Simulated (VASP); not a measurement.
TiB2 (TiB2 (P6/mmm)): single point with PBE

Crystal: TiB2 (TiB2 (P6/mmm)).

```
Ti B
1.0
     9.09526    0.00000    0.00000
    -4.54763    7.87672    0.00000
     0.00000    0.00000    6.44836
Ti B
18 36
Cartesian
  0.0000 0.0000 0.0000
  0.0000 0.0000 3.2242
  -1.5159 2.6256 0.0000
  -1.5159 2.6256 3.2242
  -3.0318 5.2511 0.0000
  -3.0318 5.2511 3.2242
  3.0318 0.0000 0.0000
  3.0318 0.0000 3.2242
  1.5159 2.6256 0.0000
  1.5159 2.6256 3.2242
  0.0000 5.2511 0.0000
  0.0000 5.2511 3.2242
  6.0635 0.0000 0.0000
  6.0635 0.0000 3.2242
  4.5476 2.6256 0.0000
  4.5476 2.6256 3.2242
  3.0318 5.2511 0.0000
  3.0318 5.2511 3.2242
  0.0000 1.7504 1.6121
  1.5159 0.8752 1.6121
  0.0000 1.7504 4.8363
  1.5159 0.8752 4.8363
  -1.5159 4.3760 1.6121
  0.0000 3.5008 1.6121
  -1.5159 4.3760 4.8363
  0.0000 3.5008 4.8363
  -3.0318 7.0015 1.6121
  -1.5159 6.1263 1.6121
  -3.0318 7.0015 4.8363
  -1.5159 6.1263 4.8363
  3.0318 1.7504 1.6121
  4.5476 0.8752 1.6121
  3.0318 1.7504 4.8363
  4.5476 0.8752 4.8363
  1.5159 4.3760 1.6121
  3.0318 3.5008 1.6121
  1.5159 4.3760 4.8363
  3.0318 3.5008 4.8363
  0.0000 7.0015 1.6121
  1.5159 6.1263 1.6121
  0.0000 7.0015 4.8363
  1.5159 6.1263 4.8363
  6.0635 1.7504 1.6121
  7.5794 0.8752 1.6121
  6.0635 1.7504 4.8363
  7.5794 0.8752 4.8363
  4.5476 4.3760 1.6121
  6.0635 3.5008 1.6121
  4.5476 4.3760 4.8363
  6.0635 3.5008 4.8363
  3.0318 7.0015 1.6121
  4.5476 6.1263 1.6121
  3.0318 7.0015 4.8363
  4.5476 6.1263 4.8363
```

| Quantity | Value |
| --- | --- |
| Program | VASP 6.6.1 |
| Task | single point |
| Functional | PBE |
| Potentials or basis | VASP PAW PBE potentials, release 64 (Ti_sv, B) |
| Cutoff | 520 eV |
| k mesh | 2 × 2 × 2 |
| Occupations | methfessel-paxton, width 0.1 eV |
| Spin | no spin polarisation |

```json
{
 "Pressure": "0.4 GPa",
 "Band gap on the k mesh": "zero (band 162 reaches 10.38 eV, above the bottom of band 163 at 9.80 eV)"
}
```

Stress tensor (GPa, compression positive):
```
 2.01  0.00  0.00
 0.00  2.01  0.00
 0.00  0.00 -2.84
```

Levels at points of the mesh, in eV from the Fermi level:
```tsv
k point	band 158	band 159	band 160	band 161	band 162	band 163	band 164	band 165	band 166	band 167
(0.00, 0.00, 0.00)	-1.76	-1.76	-0.46	-0.46	-0.10	-0.10	0.53	0.53	1.47	1.47
(0.50, 0.00, 0.00)	-0.50	-0.35	-0.35	-0.35	-0.35	0.06	0.06	0.06	0.06	1.03
(0.00, 0.00, 0.50)	-1.76	-1.76	-1.76	0.48	0.48	0.69	0.69	0.69	0.69	1.69
(0.50, 0.00, 0.50)	-0.83	-0.52	-0.52	-0.52	-0.52	0.51	0.51	0.51	0.51	0.87
```

Run time: 20 min on 1 thread of Intel Xeon 6975P-C, with other jobs on the host, peak memory 0.65 GiB.

Caveat: the k points lie up to 0.49 Å⁻¹ apart.
